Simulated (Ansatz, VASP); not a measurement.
**One calculation of Mg6F, two programs**

The input INCAR:

```
SYSTEM = Mg6F
PREC     = Accurate       ! precision mode
ENCUT    = 520            ! plane-wave cutoff, eV
EDIFF    = 1E-6           ! SCF threshold, eV
ISMEAR   = 0              ! smearing method
SIGMA    = 0.1            ! smearing width, eV
LREAL    = .False.        ! projectors in reciprocal space
LASPH    = .True.         ! aspherical terms in the spheres
NELM     = 80             ! most SCF steps
ALGO     = Normal         ! electronic algorithm
ISIF     = 2              ! what is computed and relaxed
LWAVE    = .False.        ! write WAVECAR
LCHARG   = .False.        ! write CHGCAR
LDIPOL   = .True.       
IDIPOL   = 3            
DIPOL    = 0.5 0.5 0.304
GGA      = PE             ! functional
NBANDS   = 18             ! bands
```

Contents of KPOINTS:

```
regular mesh
0
Gamma
  9 4 1
  0 0 0
```

Contents of POSCAR:

```
Mg6F
1.0
    3.2034417932      0.0000000000      0.0000000000
   -1.6017208966      7.8153198520      0.0000000000
    0.0000000000      0.0000000000     20.9851131634
Mg F
6 1
Direct
    0.8493879956      0.6987759913      0.1906113143
    0.5210014932      0.0420029864      0.2197581863
    0.1926149907      0.3852299814      0.2489050583
    0.3710660944      0.7414803149      0.3283003664
    0.0426232582      0.0834482649      0.3542380799
    0.7128162912      0.4251093731      0.3805132287
    0.7128162912      0.8001093731      0.4043396429
```

Input for Ansatz:

```yaml
crystal:
  lattice:
    - [3.2034417932, 0.0, 0.0]
    - [-1.6017208966, 7.815319852, 0.0]
    - [0.0, 0.0, 20.9851131634]
  atoms:
    - { symbol: Mg, position: [0.8493879956, 0.6987759913, 0.1906113143] }
    - { symbol: Mg, position: [0.5210014932, 0.0420029864, 0.2197581863] }
    - { symbol: Mg, position: [0.1926149907, 0.3852299814, 0.2489050583] }
    - { symbol: Mg, position: [0.3710660944, 0.7414803149, 0.3283003664] }
    - { symbol: Mg, position: [0.0426232582, 0.0834482649, 0.3542380799] }
    - { symbol: Mg, position: [0.7128162912, 0.4251093731, 0.3805132287] }
    - { symbol: F, position: [0.7128162912, 0.8001093731, 0.4043396429] }
basis:
  ecutwfc: 420
kpoints:
  mp_grid: { grid: [9, 4, 1] }
hamiltonian:
  xc: pbe
scf:
  occupations: { method: gaussian, width: 0.1 }
output:
  forces: true
  eigenvalues: true
efield:
  axis: 3
  dipole_correction: true
  ramp_width: 0.04
```

Alike in both runs: task single point; functional PBE; k mesh 9 × 4 × 1; occupations gaussian, width 0.1 eV; no spin polarisation.

```csv
,VASP,Ansatz
version,VASP 6.6.1,Ansatz 0.2.0
potentials or method,"VASP PAW PBE potentials, release 64 (Mg, F), cutoff 520 eV","scalar-relativistic, plane waves, PAW"
valence electrons in the cell,19,67
```

|  | VASP | Ansatz | Ansatz less VASP |
| --- | --- | --- | --- |
| gap on the k mesh at the Fermi level (eV) | none | none | - |
| rms of the force components (eV/Å) | 0.232 | 0.231 | -0.0012 |

Atom by atom the forces differ by 0.004 eV/Å (rms over components). A gap of «none» marks a metal or a gap that the smearing closes. VASP's potentials hold 19 valence electrons a cell and Ansatz's 67, so a difference there can come from the potentials and not from the codes.
